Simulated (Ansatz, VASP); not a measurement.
**One calculation of Mg2SiN2, two programs**

```
CELL_PARAMETERS angstrom
3.14797 0.00000 0.00000
-1.57398 2.72622 0.00000
0.00000 0.00000 8.53500
ATOMIC_POSITIONS crystal
Mg 0.66667 0.33333 0.29172
Mg 0.33333 0.66667 0.70828
Si 0.00000 0.00000 0.00000
N 0.66667 0.33333 0.87262
N 0.33333 0.66667 0.12738
```

Change from the starting cell: species swapped into the Na2HfN2 type (P-3m1, No. 164).

Alike in both runs: task relaxation of cell and atoms; functional PBE; k mesh 6 × 6 × 2; occupations gaussian, width 0.1 eV; no spin polarisation.

```csv
,VASP,Ansatz
version,VASP 6.6.1,Ansatz 0.2.0
potentials or method,"VASP PAW PBE potentials, release 64 (Mg, Si, N), cutoff 600 eV","scalar-relativistic, plane waves, PAW"
valence electrons in the cell,18,34
```

VASP gave:

```
gap on the k mesh at the Fermi level, each at its own relaxed structure (eV) : none
relaxed volume (Å³/atom)                                                     : 10.82
relaxed length of the cell vector where the two differ most in proportion (Å)              : 2.892
```

Task: Which values does Ansatz return?

Result: gap on the k mesh at the Fermi level, each at its own relaxed structure (eV): none; relaxed volume (Å³/atom): 10.87; relaxed length of the cell vector where the two differ most in proportion (Å): 2.897.

A gap of «none» marks a metal or a gap that the smearing closes. VASP's potentials hold 18 valence electrons a cell and Ansatz's 34, so a difference there can come from the potentials and not from the codes.

The k mesh is coarse, so the values compare programs but aren't converged. Noted on VASP's run: the volume moved by over 15 % at a fixed basis, so the end points are rough.
